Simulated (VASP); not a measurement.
Wanted: the native input for a VASP 6.6.1 run.

```
Task                   : single point
Functional             : PBEsol
Potentials or basis    : VASP PAW PBE potentials, release 64 (Ti_sv)
Cutoff                 : 550 eV
k mesh                 : 12 × 12 × 14
Occupations            : gaussian, width 0.15 eV
Spin                   : no spin polarisation
Dipole correction      : no
Second try             : not_converged
Further INCAR settings : ALGO = All; EDIFF = 1e-06; NBANDS = 25
```

The structure of Ti lies in POSCAR:

```
Ti
1.0
    4.5691000000      0.0000000000      0.0000000000
   -2.2845500000      3.9569566724      0.0000000000
    0.0000000000      0.0000000000      2.9326000000
Ti
3
Direct
    0.0000000000      0.0000000000      0.0000000000
    0.3333333333      0.6666666667      0.5000000000
    0.6666666667      0.3333333333      0.5000000000
```

This isn't the form of Ti at room conditions, which is hcp.

The input as run:

INCAR

```
SYSTEM = Ti
PREC = Accurate
ENCUT = 550
EDIFF = 1E-6
ISMEAR = 0
SIGMA = 0.15
LREAL = .False.
LASPH = .True.
NELM = 300
ALGO = All
ISIF = 2
LWAVE = .False.
LCHARG = .False.
GGA = PS
NBANDS = 25
GGA_COMPAT = .False.
ISEARCH = 1
KPAR = 4
```

KPOINTS

```
regular mesh
0
Gamma
  12 12 14
  0 0 0
```

Potentials or basis: VASP PAW PBE potentials, release 64 (Ti_sv).

Run with:

```sh
$ cat potpaw_PBE.64/Ti_sv/POTCAR > POTCAR
$ mpirun -np 4 vasp_std > vasp.out
```

It gave:

```json
{
 "Pressure": "-7.6 GPa",
 "Band gap on the k mesh": "zero (bands 18 and 19 overlap by 0.39 eV)"
}
```

Caveat: the stress differs along the axes, from -12 to -6 GPa; the PAW data sets were made with another functional, which shifts forces and pressure a little.

Run time: 84 s on 4 MPI ranks on Intel(R) Xeon(R) Platinum 8559C (Emerald Rapids), on a shared host, peak memory 0.47 GiB a rank.
